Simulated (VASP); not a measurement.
# KMgF3 (Cmmm) in VASP: further runs

The runs below take KMgF3 through single point, with PBE.

All numbers are computed with VASP 6.6.1; they aren't measurements. Logs are shortened: lines on timing, memory, paths and dates and some standing lists are left out, and cuts for length are marked.

## 1. The cell of the first run

Symmetry: Cmmm, No. 65, orthorhombic system. The conventional cell has a = 5.581 Å, b = 5.693 Å, c = 3.986 Å, α = 90.00°, β = 90.00°, γ = 90.00°. Within 3.7 Å of K (site symmetry mmm) lie 12 F at 2.79 to 2.85 Å and 8 Mg at 3.43 to 3.47 Å. Mg (site symmetry mmm) has 6 F at 1.99 Å within 2.6 Å. Within 2.6 Å of F (site symmetry 2/m) lie 2 Mg at 1.99 Å. Within 2.6 Å of F (site symmetry mmm) lie 2 Mg at 1.99 Å.

## 2. Single point, PBE (strain -0.0200 x Voigt [0, 0, 0, 0, 0, 1])

INCAR

```
ALGO = Normal
EDIFF = 1E-6
ENCUT = 520
GGA = PE
ISIF = 2
ISMEAR = 0
LASPH = True
LCHARG = True
LELF = True
LREAL = False
LVHAR = True
LWAVE = False
NBANDS = 24
NELM = 60
PREC = Accurate
SIGMA = 0.05
```

KPOINTS

```
k-points
0
Gamma
  6 6 6
```

POSCAR

```
KMgF3
1.0
    3.9859000000     -0.0398590000      0.0000000000
   -0.0398590000      3.9859000000      0.0000000000
    0.0000000000      0.0000000000      3.9859000000
K Mg F
1 1 3
Direct
    0.5000000000      0.5000000000      0.5000000000
    0.0000000000      0.0000000000      0.0000000000
    0.5000000000      0.0000000000      0.0000000000
    0.0000000000      0.5000000000      0.0000000000
    0.0000000000      0.0000000000      0.5000000000
```

Potentials or basis: VASP PAW PBE potentials, release 64 (K_sv, Mg, F).

The run is started by

```sh
$ cat potpaw_PBE.64/K_sv/POTCAR potpaw_PBE.64/Mg/POTCAR potpaw_PBE.64/F/POTCAR > POTCAR
$ mpirun -np 1 vasp_std > vasp.out
```

OUTCAR:

```text
EDIFF = 1E-6
   ENCUT = 520
   GGA = PE
   ISIF = 2
   ISMEAR = 0
   LASPH = True
   LREAL = False
   NELM = 60
   PREC = Accurate

 ion  position               nearest neighbor table
   1  0.500  0.500  0.500-   5 2.79   5 2.79   3 2.82   3 2.82   4 2.82   3 2.82   3 2.82   4 2.82
                             4 2.82   4 2.82   5 2.85   5 2.85   2 3.43   2 3.43   2 3.43   2 3.43
   2  0.000  0.000  0.000-   5 1.99   5 1.99   3 1.99   4 1.99   4 1.99   3 1.99   1 3.43   1 3.43
                             1 3.43   1 3.43   1 3.47   1 3.47   1 3.47   1 3.47
   3  0.500  0.000  0.000-   2 1.99   2 1.99   1 2.82   1 2.82   1 2.82   1 2.82
   4  0.000  0.500  0.000-   2 1.99   2 1.99   1 2.82   1 2.82   1 2.82   1 2.82
   5  0.000  0.000  0.500-   2 1.99   2 1.99   1 2.79   1 2.79   1 2.85   1 2.85

  LATTYP: Found a base centered orthorhombic cell.
 ALAT       =     5.5805446999
 B/A-ratio  =     1.0202020202
 C/A-ratio  =     0.7142492739

  Lattice vectors:

 A1 = (   3.9859000000,  -0.0398590000,   0.0000000000)
 A2 = (  -0.0398590000,   3.9859000000,   0.0000000000)
 A3 = (   0.0000000000,   0.0000000000,   3.9859000000)

Analysis of symmetry for initial positions (statically):
=====================================================================
 Subroutine PRICEL returns:
 Original cell was already a primitive cell.

 Routine SETGRP: Setting up the symmetry group for a
 base centered orthorhombic supercell.

 Subroutine GETGRP returns: Found  8 space group operations
 (whereof  8 operations were pure point group operations)
 out of a pool of  8 trial point group operations.

The static configuration has the point symmetry D_2h.

Analysis of symmetry for dynamics (positions and initial velocities):
=====================================================================
 Subroutine PRICEL returns:
 Original cell was already a primitive cell.

 Routine SETGRP: Setting up the symmetry group for a
 base centered orthorhombic supercell.

 Subroutine GETGRP returns: Found  8 space group operations
 (whereof  8 operations were pure point group operations)
 out of a pool of  8 trial point group operations.

The dynamic configuration has the point symmetry D_2h.

 Subroutine INISYM returns: Found  8 space group operations
 (whereof  8 operations are pure point group operations),
 and found     1 'primitive' translations

----------------------------------------------------------------------------------------

                                     Primitive cell

  volume of cell :      63.3193

  direct lattice vectors                    reciprocal lattice vectors
     3.985900000 -0.039859000  0.000000000     0.250909458  0.002509095  0.000000000
    -0.039859000  3.985900000  0.000000000     0.002509095  0.250909458  0.000000000
     0.000000000  0.000000000  3.985900000     0.000000000  0.000000000  0.250884367

  length of vectors
     3.986099290  3.986099290  3.985900000     0.250922004  0.250922004  0.250884367

  position of ions in fractional coordinates (direct lattice)
     0.500000000  0.500000000  0.500000000
     0.000000000  0.000000000  0.000000000
     0.500000000  0.000000000  0.000000000
     0.000000000  0.500000000  0.000000000
     0.000000000  0.000000000  0.500000000

  ion indices of the primitive-cell ions
   primitive index   ion index
                 1           1
                 2           2
                 3           3
                 4           4
                 5           5

----------------------------------------------------------------------------------------

 KPOINTS: k-points

Automatic generation of k-mesh.
 Grid dimensions read from file:
 generate k-points for:    6    6    6

 Generating k-lattice:

  Cartesian coordinates                     Fractional coordinates (reciprocal lattice)
     0.041818243  0.000418182  0.000000000     0.166666667  0.000000000  0.000000000
     0.000418182  0.041818243  0.000000000     0.000000000  0.166666667  0.000000000
     0.000000000  0.000000000  0.041814061     0.000000000  0.000000000  0.166666667

  Length of vectors
     0.041820334  0.041820334  0.041814061

  Shift w.r.t. Gamma in fractional coordinates (k-lattice)
     0.000000000  0.000000000  0.000000000

 Subroutine IBZKPT returns following result:
 ===========================================

 Found     52 irreducible k-points:

 Following reciprocal coordinates:
            Coordinates               Weight
  0.000000  0.000000  0.000000      1.000000
  0.166667  0.000000  0.000000      4.000000
  0.333333  0.000000  0.000000      4.000000
  0.500000  0.000000  0.000000      2.000000
  0.166667  0.166667  0.000000      2.000000
  0.333333  0.166667  0.000000      4.000000
[... 16 lines left out ...]
  0.333333  0.333333  0.166667      4.000000
  0.500000  0.333333  0.166667      8.000000
 [... further k-points ...]
   k-points           NKPTS =     52   k-points in BZ     NKDIM =     52   number of bands    NBANDS=     24
   number of dos      NEDOS =    301   number of ions     NIONS =      5
   total plane-waves  NPLWV =  27000
   dimension x,y,z NGX =    30 NGY =   30 NGZ =   30
   dimension x,y,z NGXF=    60 NGYF=   60 NGZF=   60
   ions per type =               1   1   3
   NGX,Y,Z   is equivalent  to a cutoff of  12.51, 12.51, 12.51 a.u.
   NGXF,Y,Z  is equivalent  to a cutoff of  25.02, 25.02, 25.03 a.u.
 SYSTEM =  unknown system
   PREC   = accura    normal or accurate (medium, high low for compatibility)
   ISTART =      0    job   : 0-new  1-cont  2-samecut
   ICHARG =      2    charge: 1-file 2-atom 10-const
   ISPIN  =      1    spin polarized calculation?
   LNONCOLLINEAR =      F non collinear calculations
   LSORBIT =      F    spin-orbit coupling
   LASPH  =      T    aspherical Exc in radial PAW
   ENCUT  =  520.0 eV  38.22 Ry    6.18 a.u.   7.41  7.41  7.41*2*pi/ulx,y,z
   NELM   =     60;   NELMIN=  2; NELMDL= -5     # of ELM steps
   EDIFF  = 0.1E-05   stopping-criterion for ELM
   LREAL  =      F    real-space projection
   EDIFFG = 0.1E-04   stopping-criterion for IOM
   NSW    =      0    number of steps for IOM
   IBRION =     -1    ionic relax: 0-MD 1-quasi-New 2-CG
   NFREE  =      0    steps in history (QN), initial steepest desc. (CG)
   ISIF   =      2    stress and relaxation
   ISYM   =      2    0-nonsym 1-usesym 2-fastsym
   POTIM  = 0.5000    time-step for ionic-motion
   TEBEG  =    0.0;   TEEND  =   0.0 temperature during run
   PSTRESS=    0.0 pullay stress
   NELECT =      32.0000    total number of electrons
   NUPDOWN=      -1.0000    fix difference up-down
   EMIN   =  10.00;   EMAX   =-10.00  energy-range for DOS
   EFERMI =   0.00;   METHOD = LEGACY
   ISMEAR =     0;   SIGMA  =   0.05  broadening in eV -4-tet -1-fermi 0-gaus
   EFERMI_NEDOS =   21; number of points for ismear=-14 and -15
   IALGO  =     38    algorithm
   IMIX   =      4    mixing-type and parameters
     AMIX     =   0.40;   BMIX     =  1.00
     AMIX_MAG =   1.60;   BMIX_MAG =  1.00
  volume/ion in A,a.u.               =      12.66        85.46
  Fermi-wavevector in a.u.,A,eV,Ry     =   1.304006  2.464214 23.135775  1.700431
  Thomas-Fermi vector in A             =   2.434970
   LORBIT       =      0    0 simple, 1 ext, 2 COOP (PROOUT), +10 PAW based schemes
   GGA     = PE    functional components
   LHFCALC =     F    Hartree Fock is set to
   AEXX    =    0.0000 exact exchange contribution
   IVDW    =     0    specifies the selected vdW correction
   LEPSILON=     F    determine dielectric tensor
   LRPA    =     F    only Hartree local field effects (RPA)
 non-spin polarized calculation
 Gauss-broadening in eV      SIGMA  =   0.05
  energy-cutoff  :      520.00
  volume of cell :       63.32
 maximum number of plane-waves:      1739
 NGX is ok and might be reduce to    30
   NGX = 15   NGY = 15   NGZ = 15

 number of electron      31.9999955 magnetization

 Free energy of the ion-electron system (eV)
  ---------------------------------------------------
  ext. energy  EPLUGINS =         0.00000000
  ---------------------------------------------------
  free energy    TOTEN  =       -24.41062726 eV

  energy without entropy =      -24.41062726  energy(sigma->0) =      -24.41062726

 E-fermi :  -1.3062     XC(G=0):  -9.6845

 val. band max:       -1.5943737361   @ k =   0.5000   0.5000   0.5000
 cond. band min:       5.7034728331   @ k =   0.0000   0.0000   0.0000
 fundamental gap:      7.2978465693
 Fermi energy:        -1.3061585123

 k-point     1 :       0.0000    0.0000    0.0000
  band No.  band energies     occupation
      1     -27.2542      2.00000
      2     -21.7191      2.00000
      3     -21.0665      2.00000
      4     -21.0637      2.00000
      5     -10.7568      2.00000
      6     -10.7467      2.00000
[... 16 lines left out ...]
     23      12.4203      0.00000
     24      15.2517      0.00000

 k-point     2 :       0.1667    0.0000    0.0000
  band No.  band energies     occupation
      1     -27.2472      2.00000
      2     -21.6891      2.00000
      3     -21.1014      2.00000
      4     -21.0633      2.00000
      5     -10.7468      2.00000
      6     -10.7330      2.00000
[... 16 lines left out ...]
     23      12.4135      0.00000
     24      15.1704      0.00000

 k-point     3 :       0.3333    0.0000    0.0000
  band No.  band energies     occupation
      1     -27.2330      2.00000
      2     -21.6154      2.00000
      3     -21.1891      2.00000
      4     -21.0589      2.00000
      5     -10.7355      2.00000
      6     -10.7052      2.00000
[... 16 lines left out ...]
     23      12.3629      0.00000
     24      14.7792      0.00000

 k-point     4 :       0.5000    0.0000    0.0000
  band No.  band energies     occupation
      1     -27.2259      2.00000
      2     -21.5650      2.00000
      3     -21.2463      2.00000
      4     -21.0567      2.00000
      5     -10.7316      2.00000
      6     -10.6911      2.00000
[... 16 lines left out ...]
     23      12.8200      0.00000
     24      13.8945      0.00000

 k-point     5 :       0.1667    0.1667    0.0000
  band No.  band energies     occupation
      1     -27.2404      2.00000
      2     -21.6563      2.00000
      3     -21.1202      2.00000
      4     -21.0805      2.00000
      5     -10.7541      2.00000
      6     -10.7196      2.00000
[... 16 lines left out ...]
     23      12.3880      0.00000
     24      14.6647      0.00000

 k-point     6 :       0.3333    0.1667    0.0000
  band No.  band energies     occupation
      1     -27.2272      2.00000
      2     -21.5773      2.00000
      3     -21.1985      2.00000
      4     -21.0839      2.00000
      5     -10.7600      2.00000
      6     -10.7105      2.00000
[... 16 lines left out ...]
     23      12.4158      0.00000
     24      14.1333      0.00000
[... 379 lines left out ...]
 k-point    21 :      -0.3333    0.1667    0.1667
  band No.  band energies     occupation
      1     -27.2226      2.00000
      2     -21.5491      2.00000
      3     -21.1910      2.00000
      4     -21.1079      2.00000
      5     -10.7849      2.00000
      6     -10.7566      2.00000
[... 16 lines left out ...]
     23      12.6591      0.00000
     24      14.1187      0.00000

 k-point    22 :      -0.1667    0.1667    0.1667
  band No.  band energies     occupation
      1     -27.2348      2.00000
      2     -21.6275      2.00000
      3     -21.1162      2.00000
      4     -21.1078      2.00000
      5     -10.7696      2.00000
      6     -10.7602      2.00000
[... 16 lines left out ...]
     23      12.5568      0.00000
     24      14.6812      0.00000

 k-point    23 :       0.3333    0.3333    0.1667
  band No.  band energies     occupation
      1     -27.2119      2.00000
      2     -21.4564      2.00000
      3     -21.2262      2.00000
      4     -21.1513      2.00000
      5     -10.8116      2.00000
      6     -10.7896      2.00000
[... 16 lines left out ...]
     23      12.8628      0.00000
     24      13.5903      0.00000

 k-point    24 :       0.5000    0.3333    0.1667
  band No.  band energies     occupation
      1     -27.2070      2.00000
      2     -21.3944      2.00000
      3     -21.2600      2.00000
      4     -21.1694      2.00000
      5     -10.8271      2.00000
      6     -10.8148      2.00000
[... 16 lines left out ...]
     23      12.6822      0.00000
     24      13.6731      0.00000

 [... further k-points ...]

------------------------ aborting loop because EDIFF is reached ----------------------------------------

  FORCE on cell =-STRESS in cart. coord.  units (eV):
  Direction    XX          YY          ZZ          XY          YZ          ZX
  --------------------------------------------------------------------------------------
  -------------------------------------------------------------------------------------
  Total        1.3351321      1.3351321      1.3294340      0.3835086      0.0000000      0.0000000
  in kB       33.7830648     33.7830648     33.6388854      9.7039808      0.0000000      0.0000000
  external PRESSURE =      33.7350050 kB  Pullay stress =       0.0000000 kB

 VOLUME and BASIS-vectors are now :
 -----------------------------------------------------------------------------
  energy-cutoff  :      520.00
  volume of cell :       63.32
      direct lattice vectors                 reciprocal lattice vectors
     3.985900000 -0.039859000  0.000000000     0.250909458  0.002509095  0.000000000
    -0.039859000  3.985900000  0.000000000     0.002509095  0.250909458  0.000000000
     0.000000000  0.000000000  3.985900000     0.000000000  0.000000000  0.250884367

 POSITION                                       TOTAL-FORCE (eV/Angst)
 -----------------------------------------------------------------------------------
      1.97302      1.97302      1.99295         0.000000      0.000000      0.000000
      0.00000      0.00000      0.00000        -0.000000      0.000000      0.000000
      1.99295     -0.01993      0.00000        -0.000000      0.000000      0.000000
     -0.01993      1.99295      0.00000        -0.000000      0.000000      0.000000
      0.00000      0.00000      1.99295        -0.000000      0.000000      0.000000
 -----------------------------------------------------------------------------------
    total drift:                                0.000000     -0.000000      0.000000

  FREE ENERGIE OF THE ION-ELECTRON SYSTEM (eV)
  ---------------------------------------------------
  free  energy   TOTEN  =       -24.4106272552 eV

  energy  without entropy=      -24.4106272552  energy(sigma->0) =      -24.41062726
```

It took 30 s on 1 thread of Intel Xeon 6975P-C (Granite Rapids), shared host; peak memory 0.21 GiB.

Results:

| Property | Result |
| --- | --- |
| Free energy | -24.4106 eV |
| Pressure | 3.4 GPa |
| Band gap on the k mesh | 7.30 eV, indirect (least direct gap 7.58 eV) |

Caveat: the cell differs from its parent crystal (strain -0.0200 x Voigt [0, 0, 0, 0, 0, 1]).

[end of part 1 of 2]
